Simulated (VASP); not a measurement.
Set up this calculation in VASP 6.6.1, as the native input.

```yaml
Task: single point
Functional: PBEsol
Potentials_or_basis: VASP PAW PBE potentials, release 64 (Cl, Na_pv)
Cutoff: 520 eV
k_mesh: 8 × 8 × 8
Occupations: fermi-dirac, width 0.05 eV
Spin: no spin polarisation
Dipole_correction: no
Further_INCAR_settings: ALGO = Normal; EDIFF = 1e-07; NBANDS = 14
```

The structure of NaCl lies in POSCAR:

```
NaCl
1.0
    0.0000000000      2.7370255149      2.7370255149
    2.7370255149      0.0000000000      2.7370255149
    2.7370255149      2.7370255149      0.0000000000
Cl Na
1 1
Direct
    0.5000000000      0.5000000000      0.5000000000
    0.0000000000      0.0000000000      0.0000000000
```

These files were run (other wordings do the same):

INCAR

```
SYSTEM = NaCl
  PREC = Accurate
  ENCUT = 520
  EDIFF = 1E-7
  ISMEAR = -1
  SIGMA = 0.05
  LREAL = .False.
  LASPH = .True.
  NELM = 100
  ALGO = Normal
  ISIF = 2
  LWAVE = .False.
  LCHARG = .False.
  GGA = PS
  NBANDS = 14
```

KPOINTS

```
Automatic mesh
0
Gamma
  8 8 8
  0 0 0
```

Potentials or basis: VASP PAW PBE potentials, release 64 (Cl, Na_pv).

Run with:

```bash
$ cat potpaw_PBE.64/Cl/POTCAR potpaw_PBE.64/Na_pv/POTCAR > POTCAR
$ mpirun -np 1 vasp_std > vasp.out
```

It gave:

- Pressure: 2.2 GPa
- Band gap on the k mesh: 5.28 eV, direct

Caveat: the PAW data sets were made with another functional, which shifts forces and pressure a little.

Run time: 21 s on 1 thread of AMD EPYC 7R43 64-Core Processor (Zen 3), on a shared host, peak memory 0.13 GiB.
